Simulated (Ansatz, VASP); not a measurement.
# Two plane-wave programs on Te2Mo

```
Te Mo
1.0
     3.55499    0.00000    0.00000
    -1.77750    3.07871    0.00000
     0.00000    0.00000   35.03654
Te Mo
4 2
Direct
  0.33333 0.66667 0.44840
  0.29930 0.66667 0.94840
  0.36737 0.66667 0.05160
  0.33333 0.66667 0.55160
  0.00000 0.00000 0.00000
  0.00000 0.00000 0.50000
```

Change from the starting cell: mode 7 frozen in at -0.121 Å and mode 12 at +0.000 Å (largest displacements).

Alike in both runs: task single point; functional PBE; k mesh 9 × 9 × 1; occupations gaussian, width 0.05 eV; no spin polarisation.

|  | VASP | Ansatz |
| --- | --- | --- |
| version | VASP 6.6.1 | Ansatz 0.2.0 |
| potentials or method | VASP PAW PBE potentials, release 64 (Te, Mo_sv), cutoff 520 eV | scalar-relativistic, plane waves, PAW |
| valence electrons in the cell | 52 | 92 |

Ansatz gave:

| Quantity | Value |
| --- | --- |
| gap on the k mesh at the Fermi level (eV) | 1.06 |
| least direct gap on the mesh (eV) | 1.06 |
| rms of the force components (eV/Å) | 0.252 |

Question: Which values does VASP return?

Answer: gap on the k mesh at the Fermi level (eV): 1.06; least direct gap on the mesh (eV): 1.06; rms of the force components (eV/Å): 0.253.

Atom by atom the forces differ by 0.006 eV/Å (rms over components). With one functional, cell and mesh, what is left measures potentials, basis and numerics. VASP's potentials hold 52 valence electrons a cell and Ansatz's 92, so a difference there can come from the potentials and not from the codes.

Neither program's run includes spin-orbit coupling.
